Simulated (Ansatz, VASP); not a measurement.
# One calculation of TiAl3, two programs

Contents of INCAR:

```
PREC = Accurate ; ENCUT = 520
EDIFF = 1E-6 ; ISMEAR = 0
SIGMA = 0.1 ; LREAL = False
LASPH = True ; NELM = 60
ALGO = Fast ; ISIF = 2
LWAVE = False ; LCHARG = False
GGA = PE ; NBANDS = 18
```

The input KPOINTS:

```
regular mesh
0
Gamma
  14 10 10
```

POSCAR

```
TiAl3
1.0
    3.0090921298      0.0701116251      0.0000000000
    0.1155804082      4.7052320717      0.0000000000
    0.0000000000      0.0000000000      5.2466363704
Ti Al
1 3
Direct
    0.0000000000      0.5000000000      0.1750330736
    0.5000000000      0.5000000000      0.6739036982
    0.5000000000      0.0000000000      0.3943043369
    0.0000000000      0.0000000000      0.7567578913
```

Input for Ansatz:

```yaml
crystal:
  lattice:
    - [3.0090921298, 0.0701116251, 0.0]
    - [0.1155804082, 4.7052320717, 0.0]
    - [0.0, 0.0, 5.2466363704]
  atoms:
    - { symbol: Ti, position: [0.0, 0.5, 0.1750330736] }
    - { symbol: Al, position: [0.5, 0.5, 0.6739036982] }
    - { symbol: Al, position: [0.5, 0.0, 0.3943043369] }
    - { symbol: Al, position: [0.0, 0.0, 0.7567578913] }
basis:
  ecutwfc: 420
kpoints:
  mp_grid: { grid: [14, 10, 10] }
hamiltonian:
  xc: pbe
scf:
  occupations: { method: gaussian, width: 0.1 }
output:
  forces: true
  stress: true
  eigenvalues: true
```

Alike in both runs: task single point; functional PBE; k mesh 14 × 10 × 10; occupations gaussian, width 0.1 eV; no spin polarisation.

```csv
,VASP,Ansatz
version,VASP 6.6.1,Ansatz 0.2.0
potentials or method,"VASP PAW PBE potentials, release 64 (Ti_sv, Al), cutoff 520 eV","scalar-relativistic, plane waves, PAW"
valence electrons in the cell,21,21
```

```tsv
	VASP	Ansatz	Ansatz less VASP
gap on the k mesh at the Fermi level (eV)	none	none	-
pressure (GPa)	-4.1	-4.1	+0.07
traceless stress, the component that is largest in VASP (GPa)	-3.24	-3.21	+0.030
rms of the force components (eV/Å)	1.322	1.324	+0.0014
```

Atom by atom the forces differ by 0.002 eV/Å (rms over components). A gap of «none» marks a metal or a gap that the smearing closes.
